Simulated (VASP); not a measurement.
Write the native input for VASP 6.6.1 that does the following.

- Task: single point
- Functional: LDA
- Potentials or basis: VASP PAW LDA potentials, release 64 (B, N)
- Cutoff: 600 eV
- k mesh: 10 × 10 × 10
- Occupations: gaussian, width 0.1 eV
- Spin: no spin polarisation
- Dipole correction: no
- Further INCAR settings: ALGO = Normal; EDIFF = 1e-06; NBANDS = 11

The structure of BN lies in POSCAR:

```
BN
1.0
    0.0000000000      1.7900533661      1.7900533661
    1.7900533661      0.0000000000      1.7900533661
    1.7900533661      1.7900533661      0.0000000000
B N
1 1
Direct
    0.0000000000      0.0000000000      0.0000000000
    0.2500000000      0.2500000000      0.2500000000
```

These files were run (other wordings do the same):

INCAR

```
  ALGO = Normal
  EDIFF = 1E-6
  ENCUT = 600
  GGA = CA
  GGA_COMPAT = F
  ISIF = 2
  ISMEAR = 0
  LASPH = T
  LCHARG = F
  LREAL = F
  LWAVE = F
  NBANDS = 11
  NELM = 120
  PREC = Accurate
  SIGMA = 0.1
```

KPOINTS

```
k-points
0
Gamma
  10 10 10
```

Potentials or basis: VASP PAW LDA potentials, release 64 (B, N).

Command:

```console
$ cat potpaw_LDA.64/B/POTCAR potpaw_LDA.64/N/POTCAR > POTCAR
$ mpirun -np 1 vasp_std > vasp.out
```

It gave:

```
Pressure               : 0.9 GPa
Band gap on the k mesh : 4.38 eV (least direct gap 8.82 eV)
```

Run time: 6.6 s on 1 thread of Intel Xeon 8259CL, with other jobs on the host, peak memory 0.11 GiB.
